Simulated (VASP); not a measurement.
Input of a VASP 6.6.1 run:

Contents of INCAR:

```
SYSTEM = Ni3F
ALGO     = Normal         ! electronic algorithm
EDIFF    = 1E-6           ! SCF threshold, eV
ENCUT    = 520            ! plane-wave cutoff, eV
GGA      = PE             ! functional
ISIF     = 2              ! what is computed and relaxed
ISMEAR   = 0              ! smearing method
ISPIN    = 2              ! spin polarisation
LASPH    = .TRUE.         ! aspherical terms in the spheres
LCHARG   = .TRUE.         ! write CHGCAR
LELF     = .TRUE.         ! ELF
LMAXMIX  = 4              ! l up to which the mixer works
LORBIT   = 11             ! projections on sites
LREAL    = .FALSE.        ! projectors in reciprocal space
LVHAR    = .TRUE.       
LWAVE    = .FALSE.        ! write WAVECAR
MAGMOM   = 0.94 0.94 0.94 0 ! initial moments
NBANDS   = 30             ! bands
NELM     = 150            ! most SCF steps
PREC     = Accurate       ! precision mode
SIGMA    = 0.1            ! smearing width, eV
```

File KPOINTS:

```
k-points
0
G
  14 14 14
  0 0 0
```

POSCAR

```
Ni3F
1.0
    0.0000000000      2.8146963879      2.8146963879
    2.8146963879      0.0000000000      2.8146963879
    2.8146963879      2.8146963879      0.0000000000
Ni F
3 1
Direct
    0.5000000000      0.5000000000      0.5000000000
    0.2500000000      0.2500000000      0.2500000000
    0.7500000000      0.7500000000      0.7500000000
    0.0000000000      0.0000000000      0.0000000000
```

Potentials or basis: VASP PAW PBE potentials, release 64 (Ni, F).

Launch:

```sh
$ cat potpaw_PBE.64/Ni/POTCAR potpaw_PBE.64/F/POTCAR > POTCAR
$ mpirun -np 1 vasp_std > vasp.out
```

(1) Predict the pressure.

(2) What does it give for the net moment?

Answers

(1) -0.2 GPa.

(2) 2.43 μB per cell.
